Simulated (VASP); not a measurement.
# Si (Fd-3m) in VASP: a series of runs, part 2 of 2

VASP 6.6.1.

### Step 3. Relaxation of cell and atoms, LDA

This run uses another cell than the first one, of 19.98 Å³/atom.

Input file INCAR:

```
  PREC = Accurate
  ENCUT = 600
  EDIFF = 1E-7
  ISMEAR = 0
  SIGMA = 0.01
  LREAL = F
  LASPH = T
  NELM = 60
  ALGO = Normal
  ISIF = 3
  LWAVE = F
  LCHARG = F
  IBRION = 2
  NSW = 80
  EDIFFG = -0.001
```

Input file KPOINTS:

```
Automatic mesh
0
Gamma
  10 10 10
```

Input file POSCAR:

```
Si
1.0
    0.0000000000      2.7135600000      2.7135600000
    2.7135600000      0.0000000000      2.7135600000
    2.7135600000      2.7135600000      0.0000000000
Si
2
Direct
    0.7500000000      0.7500000000      0.7500000000
    0.5000000000      0.5000000000      0.5000000000
```

Potentials or basis: VASP PAW LDA potentials, release 64 (Si).

On the command line:

```
$ cat potpaw_LDA.64/Si/POTCAR > POTCAR
$ mpirun -np 1 vasp_std > vasp.out
```

OUTCAR:

```text
PREC = Accurate
   ENCUT = 600
   EDIFF = 1E-7
   ISMEAR = 0
   LREAL = F
   LASPH = T
   NELM = 60
   ISIF = 3
   IBRION = 2
   NSW = 80
   EDIFFG = -0.001

 ion  position               nearest neighbor table
   1  0.750  0.750  0.750-   2 2.35   2 2.35   2 2.35   2 2.35
   2  0.500  0.500  0.500-   1 2.35   1 2.35   1 2.35   1 2.35

  LATTYP: Found a face centered cubic cell.
 ALAT       =     5.4271200000

  Lattice vectors:

 A1 = (   0.0000000000,   2.7135600000,   2.7135600000)
 A2 = (   2.7135600000,   0.0000000000,   2.7135600000)
 A3 = (   2.7135600000,   2.7135600000,   0.0000000000)

Analysis of symmetry for initial positions (statically):
=====================================================================
 Subroutine PRICEL returns:
 Original cell was already a primitive cell.

 Routine SETGRP: Setting up the symmetry group for a
 face centered cubic supercell.

 Subroutine GETGRP returns: Found 48 space group operations
 (whereof 24 operations were pure point group operations)
 out of a pool of 48 trial point group operations.

The static configuration has the point symmetry T_d .
 The point group associated with its full space group is O_h .

Analysis of symmetry for dynamics (positions and initial velocities):
=====================================================================
 Subroutine PRICEL returns:
 Original cell was already a primitive cell.

 Routine SETGRP: Setting up the symmetry group for a
 face centered cubic supercell.

 Subroutine GETGRP returns: Found 48 space group operations
 (whereof 24 operations were pure point group operations)
 out of a pool of 48 trial point group operations.

The dynamic configuration has the point symmetry T_d .
 The point group associated with its full space group is O_h .

 Subroutine INISYM returns: Found 48 space group operations
 (whereof 24 operations are pure point group operations),
[... 127 lines left out ...]
 conjugate gradient relaxation of ions
 non-spin polarized calculation
 Gauss-broadening in eV      SIGMA  =   0.01
  energy-cutoff  :      600.00
  volume of cell :       39.96
 maximum number of plane-waves:      1363
   NGX = 15   NGY = 15   NGZ = 15

--------------------------------------- Ionic step        1  -------------------------------------------

 number of electron       7.9999999 magnetization

 Free energy of the ion-electron system (eV)
  ---------------------------------------------------
  ext. energy  EPLUGINS =         0.00000000
  ---------------------------------------------------
  free energy    TOTEN  =       -11.91720497 eV

  energy without entropy =      -11.91720497  energy(sigma->0) =      -11.91720497

------------------------ aborting loop because EDIFF is reached ----------------------------------------

  FORCE on cell =-STRESS in cart. coord.  units (eV):
  Direction    XX          YY          ZZ          XY          YZ          ZX
  --------------------------------------------------------------------------------------
  -------------------------------------------------------------------------------------
  Total       -0.3134089     -0.3134089     -0.3134089      0.0000000      0.0000000      0.0000000
  in kB      -12.5653238    -12.5653238    -12.5653238      0.0000000      0.0000000      0.0000000
  external PRESSURE =     -12.5653238 kB  Pullay stress =       0.0000000 kB
[... 59 lines left out ...]
--------------------------------------- Ionic step        3  -------------------------------------------

 number of electron       7.9999999 magnetization

 Free energy of the ion-electron system (eV)
  ---------------------------------------------------
  ext. energy  EPLUGINS =         0.00000000
  ---------------------------------------------------
  free energy    TOTEN  =       -11.91931343 eV

  energy without entropy =      -11.91931343  energy(sigma->0) =      -11.91931343

 E-fermi :   6.0103     XC(G=0):  -9.6634

 val. band max:        5.9274296894   @ k =   0.0000   0.0000   0.0000
 cond. band min:       6.3810001088   @ k =   0.4000   0.4000   0.0000
 fundamental gap:      0.4535704194
 Fermi energy:         6.0102648337

 k-point     1 :       0.0000    0.0000    0.0000
  band No.  band energies     occupation
      1      -6.1351      2.00000
      2       5.9274      2.00000
      3       5.9274      2.00000
      4       5.9274      2.00000
      5       8.4580      0.00000
      6       8.4580      0.00000
      7       8.4580      0.00000
      8       9.3131      0.00000
[... 243 lines left out ...]
 k-point    24 :       0.4000    0.3000    0.0000
  band No.  band energies     occupation
      1      -3.9432      2.00000
      2       0.4859      2.00000
      3       3.0148      2.00000
      4       3.4568      2.00000
      5       6.8657      0.00000
      6       8.0598      0.00000
      7      12.8744      0.00000
      8      12.9904      0.00000

 [... further k-points ...]

------------------------ aborting loop because EDIFF is reached ----------------------------------------

  FORCE on cell =-STRESS in cart. coord.  units (eV):
  Direction    XX          YY          ZZ          XY          YZ          ZX
  --------------------------------------------------------------------------------------
  -------------------------------------------------------------------------------------
  Total       -0.0001696     -0.0001696     -0.0001696      0.0000000      0.0000000      0.0000000
  in kB       -0.0068917     -0.0068917     -0.0068917      0.0000000      0.0000000      0.0000000
  external PRESSURE =      -0.0068917 kB  Pullay stress =       0.0000000 kB
[... 17 lines left out ...]
  FREE ENERGIE OF THE ION-ELECTRON SYSTEM (eV)
  ---------------------------------------------------
  free  energy   TOTEN  =       -11.9193134270 eV

  energy  without entropy=      -11.9193134270  energy(sigma->0) =      -11.91931343

 reached required accuracy - stopping structural energy minimisation
```

OSZICAR:

```text
N       E                     dE             d eps       ncg     rms          rms(c)
DAV:   1     0.111114389748E+02    0.11111E+02   -0.37682E+03   752   0.917E+02
DAV:   2    -0.118592071329E+02   -0.22971E+02   -0.22070E+02  1176   0.921E+01
DAV:   3    -0.121776524330E+02   -0.31845E+00   -0.31845E+00   952   0.143E+01
DAV:   4    -0.121795254254E+02   -0.18730E-02   -0.18730E-02  1232   0.121E+00
[... 18 lines left out ...]
DAV:   2    -0.119194988949E+02    0.39506E-03   -0.39948E-04   968   0.137E-01    0.821E-02
DAV:   3    -0.119193149814E+02    0.18391E-03   -0.44750E-04   888   0.106E-01    0.205E-02
DAV:   4    -0.119193144517E+02    0.52972E-06   -0.43509E-06  1024   0.189E-02    0.174E-02
DAV:   5    -0.119193134285E+02    0.10232E-05   -0.26702E-07   928   0.407E-03    0.118E-03
DAV:   6    -0.119193134270E+02    0.14689E-08   -0.65039E-09   480   0.736E-04
   3 F= -.11919313E+02 E0= -.11919313E+02  d E =-.210845E-02
```

CONTCAR:

```text
Si
   1.00000000000000
     0.0000000000000000    2.7014936084984398    2.7014936084984398
     2.7014936084984398    0.0000000000000000    2.7014936084984398
     2.7014936084984398    2.7014936084984398    0.0000000000000000
  Si
     2
Direct
     0.7500000000000000    0.7500000000000000    0.7500000000000000
     0.5000000000000000    0.5000000000000000    0.5000000000000000

  0.00000000E+00  0.00000000E+00  0.00000000E+00
  0.00000000E+00  0.00000000E+00  0.00000000E+00
```

Run time: 21 s. Hardware: 1 thread of Intel Xeon Platinum 8488C (Sapphire Rapids), shared host; peak memory 0.15 GiB.

Results:

```
Free energy                           : -11.9193 eV
Relaxed volume                        : 19.72 Å³/atom
Relaxed cell                          : a = 3.820 Å, b = 3.820 Å, c = 3.820 Å, α = 60.00°, β = 60.00°, γ = 60.00°
Space group after relaxing (to 0.1 Å) : Fd-3m (No. 227)
Energy gained by relaxing             : 1.1 meV/atom
Ionic steps                           : 3
Pressure after relaxing               : 0.0 GPa
Band gap on the k mesh                : 0.45 eV (least direct gap 2.53 eV)
```

Step by step:
```csv
step,energy change (eV),largest force (eV/Å),pressure (GPa),volume (Å³)
1,0.0000,0.0000,-1.26,39.96
2,-0.0011,0.0000,0.93,39.06
3,-0.0021,0.0000,0.00,39.43
```

Final structure:
```
Si
1.0
     0.00000    2.70149    2.70149
     2.70149    0.00000    2.70149
     2.70149    2.70149    0.00000
Si
2
Cartesian
  4.0522 4.0522 4.0522
  2.7015 2.7015 2.7015
```

Caveat: semilocal functionals underestimate gaps, and a narrow one can read as zero. A k mesh can miss the band edges.
